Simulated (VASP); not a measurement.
# Cu (Fd-3m) in VASP: notebook

Cu is run at these levels: r2SCAN; tasks: relaxation of cell and atoms.

Program: VASP 6.6.1. These are calculated values, not measurements. Logs are shortened: lines on timing, memory, paths and dates and some standing lists are left out, and cuts for length are marked.

## (1) The cell of the first run

The structure is cubic, space group Fd-3m (No. 227). Conventional cell: a = 4.970 Å, b = 4.970 Å, c = 4.970 Å, α = 90.00°, β = 90.00°, γ = 90.00°. Within 2.8 Å of Cu (site symmetry -43m) lie 4 Cu at 2.15 Å.

This isn't the form of Cu at room conditions, which is fcc.

## (2) Relaxation of cell and atoms, r2SCAN, target pressure 30 GPa, at which the enthalpy is minimised

Input file POSCAR:

```
Cu
1.0
    0.0000000000      2.4850000000      2.4850000000
    2.4850000000      0.0000000000      2.4850000000
    2.4850000000      2.4850000000      0.0000000000
Cu
2
Direct
    1.0000000000      1.0000000000      1.0000000000
    0.2500000000      0.2500000000      0.2500000000
```

Input file INCAR.step1:

```
ALGO = Normal
EDIFF = 1E-5
EDIFFG = -0.005
ENCUT = 660
GGA = PE
GGA_COMPAT = False
IBRION = 2
ISIF = 3
ISMEAR = -1
LASPH = True
LCHARG = False
LREAL = False
LWAVE = True
NELM = 120
NELMIN = 4
NSW = 100
PREC = Accurate
SIGMA = 0.1
```

Input file INCAR.step2:

```
ALGO = Normal
EDIFF = 1E-7
EDIFFG = -0.03
ENCUT = 660
GGA_COMPAT = False
IBRION = 2
ISIF = 3
ISMEAR = -1
ISTART = 1
LASPH = True
LCHARG = False
LMIXTAU = True
LREAL = False
LWAVE = False
METAGGA = R2SCAN
NELM = 120
NELMIN = 4
NSW = 80
PREC = Accurate
PSTRESS = 300.0
SIGMA = 0.1
```

Input file KPOINTS:

```
k-points
0
Gamma
  9 9 9
```

Potentials or basis: VASP PAW PBE potentials, release 64 (Cu).

Command:

```sh
> cat potpaw_PBE.64/Cu/POTCAR > POTCAR
> cp INCAR.step1 INCAR
> mpirun -np 1 vasp_std > vasp.out
> cp INCAR.step2 INCAR
> mpirun -np 1 vasp_std > vasp.out
```

OUTCAR:

```text
EDIFF = 1E-7
   EDIFFG = -0.03
   ENCUT = 660
   IBRION = 2
   ISIF = 3
   ISMEAR = -1
   ISTART = 1
   LASPH = True
   LREAL = False
   METAGGA = R2SCAN
   NELM = 120
   NELMIN = 4
   NSW = 80
   PREC = Accurate
   PSTRESS = 300.0

 ion  position               nearest neighbor table
   1  0.000  0.000  0.000-   2 2.15   2 2.15   2 2.15   2 2.15
   2  0.250  0.250  0.250-   1 2.15   1 2.15   1 2.15   1 2.15

  LATTYP: Found a face centered cubic cell.
 ALAT       =     4.9700000000

  Lattice vectors:

 A1 = (   0.0000000000,   2.4850000000,   2.4850000000)
 A2 = (   2.4850000000,   0.0000000000,   2.4850000000)
 A3 = (   2.4850000000,   2.4850000000,   0.0000000000)

Analysis of symmetry for initial positions (statically):
=====================================================================
 Subroutine PRICEL returns:
 Original cell was already a primitive cell.

 Routine SETGRP: Setting up the symmetry group for a
 face centered cubic supercell.

 Subroutine GETGRP returns: Found 48 space group operations
 (whereof 24 operations were pure point group operations)
 out of a pool of 48 trial point group operations.

The static configuration has the point symmetry T_d .
 The point group associated with its full space group is O_h .

Analysis of symmetry for dynamics (positions and initial velocities):
=====================================================================
 Subroutine PRICEL returns:
 Original cell was already a primitive cell.

 Routine SETGRP: Setting up the symmetry group for a
 face centered cubic supercell.

 Subroutine GETGRP returns: Found 48 space group operations
 (whereof 24 operations were pure point group operations)
 out of a pool of 48 trial point group operations.

The dynamic configuration has the point symmetry T_d .
 The point group associated with its full space group is O_h .

 Subroutine INISYM returns: Found 48 space group operations
 (whereof 24 operations are pure point group operations),
 and found     1 'primitive' translations

----------------------------------------------------------------------------------------

                                     Primitive cell

  volume of cell :      30.6909

  direct lattice vectors                    reciprocal lattice vectors
     0.000000000  2.485000000  2.485000000    -0.201207243  0.201207243  0.201207243
     2.485000000  0.000000000  2.485000000     0.201207243 -0.201207243  0.201207243
     2.485000000  2.485000000  0.000000000     0.201207243  0.201207243 -0.201207243

  length of vectors
     3.514320702  3.514320702  3.514320702     0.348501169  0.348501169  0.348501169

  position of ions in fractional coordinates (direct lattice)
     0.000000000  0.000000000  0.000000000
     0.250000000  0.250000000  0.250000000

  ion indices of the primitive-cell ions
   primitive index   ion index
                 1           1
                 2           2

----------------------------------------------------------------------------------------

 KPOINTS: k-points

Automatic generation of k-mesh.
 Grid dimensions read from file:
 generate k-points for:    9    9    9

 Generating k-lattice:

  Cartesian coordinates                     Fractional coordinates (reciprocal lattice)
    -0.022356360  0.022356360  0.022356360     0.111111111  0.000000000  0.000000000
     0.022356360 -0.022356360  0.022356360     0.000000000  0.111111111  0.000000000
     0.022356360  0.022356360 -0.022356360     0.000000000  0.000000000  0.111111111

  Length of vectors
     0.038722352  0.038722352  0.038722352

  Shift w.r.t. Gamma in fractional coordinates (k-lattice)
     0.000000000  0.000000000  0.000000000

 Subroutine IBZKPT returns following result:
 ===========================================

 Found     35 irreducible k-points:

 Following reciprocal coordinates:
            Coordinates               Weight
  0.000000  0.000000  0.000000      1.000000
  0.111111  0.000000  0.000000      8.000000
  0.222222  0.000000  0.000000      8.000000
  0.333333  0.000000  0.000000      8.000000
  0.444444  0.000000  0.000000      8.000000
  0.111111  0.111111  0.000000      6.000000
[... 16 lines left out ...]
 -0.333333  0.333333  0.000000     12.000000
  0.444444  0.444444  0.000000      6.000000
 [... further k-points ...]
   k-points           NKPTS =     35   k-points in BZ     NKDIM =     35   number of bands    NBANDS=     15
   number of dos      NEDOS =    301   number of ions     NIONS =      2
   total plane-waves  NPLWV =  27000
   dimension x,y,z NGX =    30 NGY =   30 NGZ =   30
   dimension x,y,z NGXF=    60 NGYF=   60 NGZF=   60
   ions per type =               2
   NGX,Y,Z   is equivalent  to a cutoff of  14.19, 14.19, 14.19 a.u.
   NGXF,Y,Z  is equivalent  to a cutoff of  28.38, 28.38, 28.38 a.u.
 SYSTEM =  unknown system
   PREC   = accura    normal or accurate (medium, high low for compatibility)
   ISTART =      1    job   : 0-new  1-cont  2-samecut
   ICHARG =      0    charge: 1-file 2-atom 10-const
   ISPIN  =      1    spin polarized calculation?
   LNONCOLLINEAR =      F non collinear calculations
   LSORBIT =      F    spin-orbit coupling
   LASPH  =      T    aspherical Exc in radial PAW
   ENCUT  =  660.0 eV  48.51 Ry    6.96 a.u.   7.36  7.36  7.36*2*pi/ulx,y,z
   NELM   =    120;   NELMIN=  4; NELMDL=  0     # of ELM steps
   EDIFF  = 0.1E-06   stopping-criterion for ELM
   LREAL  =      F    real-space projection
   EDIFFG = -.3E-01   stopping-criterion for IOM
   NSW    =     80    number of steps for IOM
   IBRION =      2    ionic relax: 0-MD 1-quasi-New 2-CG
   NFREE  =      1    steps in history (QN), initial steepest desc. (CG)
   ISIF   =      3    stress and relaxation
   ISYM   =      2    0-nonsym 1-usesym 2-fastsym
   POTIM  = 0.5000    time-step for ionic-motion
   TEBEG  =    0.0;   TEEND  =   0.0 temperature during run
   PSTRESS=  300.0 pullay stress
   NELECT =      22.0000    total number of electrons
   NUPDOWN=      -1.0000    fix difference up-down
   EMIN   =  10.00;   EMAX   =-10.00  energy-range for DOS
   EFERMI =   0.00;   METHOD = LEGACY
   ISMEAR =    -1;   SIGMA  =   0.10  broadening in eV -4-tet -1-fermi 0-gaus
   EFERMI_NEDOS =   21; number of points for ismear=-14 and -15
   IALGO  =     38    algorithm
   IMIX   =      4    mixing-type and parameters
     AMIX     =   0.40;   BMIX     =  1.00
     AMIX_MAG =   1.60;   BMIX_MAG =  1.00
  volume/ion in A,a.u.               =      15.35       103.56
  Fermi-wavevector in a.u.,A,eV,Ry     =   1.465141  2.768714 29.206773  2.146637
  Thomas-Fermi vector in A             =   2.581033
   LORBIT       =      0    0 simple, 1 ext, 2 COOP (PROOUT), +10 PAW based schemes
   METAGGA = R2SCAN    functional components
   LHFCALC =     F    Hartree Fock is set to
   AEXX    =    0.0000 exact exchange contribution
   IVDW    =     0    specifies the selected vdW correction
   LEPSILON=     F    determine dielectric tensor
   LRPA    =     F    only Hartree local field effects (RPA)
 conjugate gradient relaxation of ions
 non-spin polarized calculation
  energy-cutoff  :      660.00
  volume of cell :       30.69
 maximum number of plane-waves:      1243
 NGX is ok and might be reduce to    30
   NGX = 15   NGY = 15   NGZ = 15

--------------------------------------- Ionic step        1  -------------------------------------------

 number of electron      21.9999981 magnetization

 Free energy of the ion-electron system (eV)
  ---------------------------------------------------
  ext. energy  EPLUGINS =         0.00000000
  ---------------------------------------------------
  free energy    TOTEN  =       -19.18961420 eV

  energy without entropy =      -19.17261726  energy(sigma->0) =      -19.18111573

------------------------ aborting loop because EDIFF is reached ----------------------------------------

  FORCE on cell =-STRESS in cart. coord.  units (eV):
  Direction    XX          YY          ZZ          XY          YZ          ZX
  --------------------------------------------------------------------------------------
  -------------------------------------------------------------------------------------
  Total        3.1573634      3.1573634      3.1573634      0.0000000      0.0000000      0.0000000
  in kB      164.8260959    164.8260959    164.8260959      0.0000000      0.0000000      0.0000000
  external PRESSURE =    -135.1739041 kB  Pullay stress =     300.0000000 kB

 VOLUME and BASIS-vectors are now :
 -----------------------------------------------------------------------------
  energy-cutoff  :      660.00
  volume of cell :       30.69
      direct lattice vectors                 reciprocal lattice vectors
     0.000000000  2.485000000  2.485000000    -0.201207243  0.201207243  0.201207243
     2.485000000  0.000000000  2.485000000     0.201207243 -0.201207243  0.201207243
     2.485000000  2.485000000  0.000000000     0.201207243  0.201207243 -0.201207243
[... 84 lines left out ...]
  FREE ENERGIE OF THE ION-ELECTRON SYSTEM (eV)
  ---------------------------------------------------
  free  energy   TOTEN  =       -18.8582446214 eV

  energy  without entropy=      -18.8420050752  energy(sigma->0) =      -18.85012485

  enthalpy is  TOTEN    =       -13.5510494839 eV   P V=        5.3071951376

--------------------------------------- Ionic step        4  -------------------------------------------

 number of electron      22.0000016 magnetization

 Free energy of the ion-electron system (eV)
  ---------------------------------------------------
  ext. energy  EPLUGINS =         0.00000000
  ---------------------------------------------------
  free energy    TOTEN  =       -18.84672932 eV

  energy without entropy =      -18.83050995  energy(sigma->0) =      -18.83861963

 E-fermi :   5.5205     XC(G=0): -12.1895

 val. band max:        5.4650764617   @ k =  -0.3333   0.4444   0.2222
 cond. band min:       5.6819822912   @ k =   0.4444   0.0000   0.0000
 fundamental gap:      0.2169058295
 Fermi energy:         5.5205057884

 k-point     1 :       0.0000    0.0000    0.0000
  band No.  band energies     occupation
      1      -2.7951      2.00000
      2       1.1297      2.00000
      3       1.1297      2.00000
      4       1.1930      2.00000
      5       1.1930      2.00000
      6       1.1930      2.00000
      7       2.8657      2.00000
      8       2.8657      2.00000
      9       2.8657      2.00000
     10       3.9039      2.00000
     11       3.9039      2.00000
     12      18.1024      0.00000
     13      18.1024      0.00000
     14      18.1024      0.00000
     15      18.6102      0.00000
[... 397 lines left out ...]
 k-point    24 :       0.4444    0.4444    0.0000
  band No.  band energies     occupation
      1       0.5773      2.00000
      2       0.8297      2.00000
      3       1.2572      2.00000
      4       1.2572      2.00000
      5       1.6046      2.00000
      6       2.1271      2.00000
      7       2.3310      2.00000
      8       2.8147      2.00000
      9       3.8713      2.00000
     10       3.8713      2.00000
     11       4.9460      1.99362
     12       7.1509      0.00000
     13       9.8872      0.00000
     14       9.8872      0.00000
     15      15.3453      0.00000

 [... further k-points ...]
[... 5 lines left out ...]
  --------------------------------------------------------------------------------------
  -------------------------------------------------------------------------------------
  Total        5.2847376      5.2847376      5.2847376      0.0000000     -0.0000000      0.0000000
  in kB      299.3853902    299.3853902    299.3853902      0.0000000     -0.0000000      0.0000000
  external PRESSURE =      -0.6146098 kB  Pullay stress =     300.0000000 kB

 VOLUME and BASIS-vectors are now :
 -----------------------------------------------------------------------------
  energy-cutoff  :      660.00
  volume of cell :       28.28
      direct lattice vectors                 reciprocal lattice vectors
     0.000000000  2.418193986  2.418193986    -0.206765877  0.206765877  0.206765877
     2.418193986  0.000000000  2.418193986     0.206765877 -0.206765877  0.206765877
     2.418193986  2.418193986  0.000000000     0.206765877  0.206765877 -0.206765877

 POSITION                                       TOTAL-FORCE (eV/Angst)
 -----------------------------------------------------------------------------------
      4.83639      4.83639      4.83639        -0.000000     -0.000000      0.000000
      1.20910      1.20910      1.20910         0.000000      0.000000     -0.000000
 -----------------------------------------------------------------------------------
    total drift:                                0.000000     -0.000000      0.000000

  FREE ENERGIE OF THE ION-ELECTRON SYSTEM (eV)
  ---------------------------------------------------
  free  energy   TOTEN  =       -18.8467293221 eV

  energy  without entropy=      -18.8305099453  energy(sigma->0) =      -18.83861963

  enthalpy is  TOTEN    =       -13.5511426795 eV   P V=        5.2955866425

 reached required accuracy - stopping structural energy minimisation
```

Wall time 8.2 min (1 thread of Intel Xeon Platinum 8259CL at 2.50GHz (Skylake/Cascade Lake), shared host); peak memory 0.19 GiB.

Results:

```
Free energy                                                : -18.8467 eV
Relaxed volume                                             : 14.14 Å³/atom
Relaxed cell                                               : a = 3.420 Å, b = 3.420 Å, c = 3.420 Å, α = 60.00°, β = 60.00°, γ = 60.00°
Space group after relaxing (to 0.1 Å)                      : Fd-3m (No. 227)
Energy change on relaxing (the run minimises the enthalpy) : +171.4 meV/atom
Ionic steps                                                : 4
Pressure after relaxing                                    : 29.9 GPa
Band gap on the k mesh                                     : zero (bands 11 and 12 overlap by 0.88 eV)
```

The path:
| step | energy change (eV) | largest force (eV/Å) | pressure (GPa) | volume (Å³) |
| --- | --- | --- | --- | --- |
| 1 | 0.0000 | 0.0000 | 16.48 | 30.69 |
| 2 | 1.1314 | 0.0000 | 56.97 | 25.29 |
| 3 | 0.3314 | 0.0000 | 29.52 | 28.34 |
| 4 | 0.3429 | 0.0000 | 29.94 | 28.28 |

Final structure:
```
CELL_PARAMETERS angstrom
0.00000 2.41819 2.41819
2.41819 0.00000 2.41819
2.41819 2.41819 0.00000
ATOMIC_POSITIONS crystal
Cu 0.00000 0.00000 0.00000
Cu 0.25000 0.25000 0.25000
```

Caveat: the cell is relaxed towards a set pressure, so the run minimises the enthalpy, not the energy; the PAW data sets were made with another functional, which shifts forces and pressure a little.

## (3) Relaxation of cell and atoms, r2SCAN, target pressure 45 GPa, at which the enthalpy is minimised

POSCAR is that of step 2.

Input file INCAR.step1:

```
ALGO = Normal ; EDIFF = 1E-5
EDIFFG = -0.005 ; ENCUT = 660
GGA = PE ; GGA_COMPAT = F
IBRION = 2 ; ISIF = 3
ISMEAR = -1 ; LASPH = T
LCHARG = F ; LREAL = F
LWAVE = T ; NELM = 120
NELMIN = 4 ; NSW = 100
PREC = Accurate ; SIGMA = 0.1
```

Input file INCAR.step2:

```
ALGO = Normal ; EDIFF = 1E-7
EDIFFG = -0.03 ; ENCUT = 660
GGA_COMPAT = F ; IBRION = 2
ISIF = 3 ; ISMEAR = -1
ISTART = 1 ; LASPH = T
LCHARG = F ; LMIXTAU = T
LREAL = F ; LWAVE = F
METAGGA = R2SCAN ; NELM = 120
NELMIN = 4 ; NSW = 80
PREC = Accurate ; PSTRESS = 450.0
SIGMA = 0.1
```

KPOINTS is that of step 2.

Potentials or basis: VASP PAW PBE potentials, release 64 (Cu).

Command:

```sh
> cat potpaw_PBE.64/Cu/POTCAR > POTCAR
> cp INCAR.step1 INCAR
> mpirun -np 1 vasp_std > vasp.out
> cp INCAR.step2 INCAR
> mpirun -np 1 vasp_std > vasp.out
```

Wall time 9.4 min (1 thread of Intel Xeon Platinum 8259CL at 2.50GHz (Skylake/Cascade Lake), shared host); peak memory 0.19 GiB.

It converged, with:

| Item | Value |
| --- | --- |
| Free energy | -18.4138 eV |
| Relaxed volume | 13.21 Å³/atom |
| Relaxed cell | a = 3.343 Å, b = 3.343 Å, c = 3.343 Å, α = 60.00°, β = 60.00°, γ = 60.00° |
| Space group after relaxing (to 0.1 Å) | Fd-3m (No. 227) |
| Energy change on relaxing (the run minimises the enthalpy) | +387.9 meV/atom |
| Ionic steps | 5 |
| Pressure after relaxing | 45.1 GPa |
| Band gap on the k mesh | zero (bands 11 and 12 overlap by 0.92 eV) |

The path:
```csv
step,energy change (eV),largest force (eV/Å),pressure (GPa),volume (Å³)
1,0.0000,0.0000,16.48,30.69
2,4.4256,0.0000,164.51,20.09
3,0.6832,0.0000,41.92,26.75
4,0.7482,0.0000,44.09,26.51
5,0.7758,0.0000,45.06,26.41
```

Final structure:
```
Cu
1.0
     0.00000    2.36370    2.36370
     2.36370    0.00000    2.36370
     2.36370    2.36370    0.00000
Cu
2
Cartesian
  0.0000 0.0000 0.0000
  1.1819 1.1819 1.1819
```

Levels at points of the mesh, in eV from the Fermi level:
```tsv
k point	band 9	band 10	band 11	band 12	band 13	band 14
(0.00, 0.00, 0.00)	-2.86	-1.70	-1.70	13.22	13.22	13.22
```

Caveat: the cell is relaxed towards a set pressure, so the run minimises the enthalpy, not the energy; the PAW data sets were made with another functional, which shifts forces and pressure a little.
